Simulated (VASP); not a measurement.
Wanted: the native input for a VASP 6.6.1 run.

| Quantity | Value |
| --- | --- |
| Task | electric field gradients |
| Functional | PBE |
| Potentials or basis | VASP PAW PBE potentials, release 64 (Ge_d) |
| Cutoff | 520 eV |
| k mesh | 11 × 11 × 6 |
| Occupations | fermi-dirac, width 0.05 eV |
| Spin | no spin polarisation |
| Dipole correction | no |
| Further INCAR settings | ALGO = Normal; EDIFF = 1e-08; NBANDS = 36 |

The structure of Ge lies in POSCAR:

```
Ge
1.0
    3.8776582678      0.0000000000      0.0000000000
   -1.9388291339      3.3581505672      0.0000000000
    0.0000000000      0.0000000000      6.5993779500
Ge
4
Direct
    0.6666666667      0.3333333333      0.0629012500
    0.3333333333      0.6666666667      0.5629012500
    0.6666666667      0.3333333333      0.4370987500
    0.3333333333      0.6666666667      0.9370987500
```

This cell differs from its parent crystal: equal xx and yy strain of -3 %.

One way to write it, as run:

INCAR

```
SYSTEM = Ge
PREC     = Accurate       ! precision mode
ENCUT    = 520            ! plane-wave cutoff, eV
EDIFF    = 1E-8           ! SCF threshold, eV
ISMEAR   = -1             ! smearing method
SIGMA    = 0.05           ! smearing width, eV
LREAL    = .False.        ! projectors in reciprocal space
LASPH    = .True.         ! aspherical terms in the spheres
NELM     = 60             ! most SCF steps
ALGO     = Normal         ! electronic algorithm
ISIF     = 2              ! what is computed and relaxed
LWAVE    = .False.        ! write WAVECAR
LCHARG   = .False.        ! write CHGCAR
GGA      = PE             ! functional
LEFG     = .True.       
NBANDS   = 36             ! bands
```

KPOINTS

```
regular mesh
0
Gamma
  11 11 6
  0 0 0
```

Potentials or basis: VASP PAW PBE potentials, release 64 (Ge_d).

The run is started by

```console
$ cat potpaw_PBE.64/Ge_d/POTCAR > POTCAR
$ mpirun -np 1 vasp_std > vasp.out
```

Results of the run:

| Quantity | Value |
| --- | --- |
| Pressure | 8.0 GPa |
| Largest force | 0.380 eV/Å |
| Band gap on the k mesh | 0.15 eV, indirect (least direct gap 0.25 eV) |

Caveat: the cell differs from its parent crystal (equal xx and yy strain of -3 %); without QUAD_EFG the Cq values of the log hold for a quadrupole moment of 1 mb, not for the nuclei.

It took 3.4 min on 1 thread of Intel(R) Xeon(R) Platinum 8259CL CPU @ 2.50GHz (Skylake/Cascade Lake), on a shared host, peak memory 0.28 GiB.
